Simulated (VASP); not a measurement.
AlN, 4 atoms in the cell. The structure is orthorhombic, space group Cmcm (No. 63). The conventional cell has a = 4.037 Å, b = 4.037 Å, c = 4.037 Å, α = 90.00°, β = 90.00°, γ = 90.00°. Within 2.6 Å of Al (site symmetry m2m) lie 6 N at 1.97 to 2.06 Å. Within 2.6 Å of N (site symmetry m2m) lie 6 Al at 1.97 to 2.06 Å. 

| Item | Value |
| --- | --- |
| Program | VASP 6.6.1 |
| Task | single point |
| Functional | PBE |
| Potentials or basis | VASP PAW PBE potentials, release 64 (Al, N) |
| Cutoff | 520 eV |
| k mesh | 8 × 8 × 6 |
| Occupations | gaussian, width 0.05 eV |
| Spin | no spin polarisation |
| Dipole correction | no |
| Further INCAR settings | ALGO = Normal; EDIFF = 1e-07; NBANDS = 16 |

Potentials or basis: VASP PAW PBE potentials, release 64 (Al, N).

Command:

```sh
$ cat potpaw_PBE.64/Al/POTCAR potpaw_PBE.64/N/POTCAR > POTCAR
$ mpirun -np 1 vasp_std > vasp.out
```

Hardware: 1 thread of Intel(R) Xeon(R) Platinum 8259CL CPU @ 2.50GHz (Skylake/Cascade Lake) (shared host).

Task: Estimate the wall time of this run.

Result: Run time: 39 s on 1 thread of Intel(R) Xeon(R) Platinum 8259CL CPU @ 2.50GHz (Skylake/Cascade Lake) (shared host), peak memory 0.16 GiB. Counts: scf iterations 14, k points 84.
